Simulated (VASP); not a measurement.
A run of VASP 6.6.1 is set up as follows.

File INCAR:

```
PREC = Accurate ; ENCUT = 520
EDIFF = 1E-6 ; ISMEAR = 0
SIGMA = 0.1 ; LREAL = False
LASPH = True ; NELM = 100
ALGO = Fast ; ISIF = 2
LWAVE = False ; LCHARG = True
GGA = PE ; LELF = True
LVHAR = True ; NBANDS = 9
```

The input KPOINTS:

```
regular mesh
0
Gamma
  15 15 8
```

POSCAR

```
Mg
1.0
    3.2730220713      0.0000000000      0.0000000000
   -1.6365110357      2.8345202609      0.0000000000
    0.0000000000      0.0000000000      5.2387012946
Mg
2
Direct
    0.3333333333      0.6666666667      0.2500000000
    0.6666666667      0.3333333333      0.7500000000
```

Potentials or basis: VASP PAW PBE potentials, release 64 (Mg).

Run with:

```sh
$ cat potpaw_PBE.64/Mg/POTCAR > POTCAR
$ mpirun -np 1 vasp_std > vasp.out
```

(1) Estimate the band gap on the k mesh.

(2) What does it give for the pressure?

Answers

(1) zero (bands 2 and 3 overlap by 2.00 eV).

(2) -2.0 GPa.
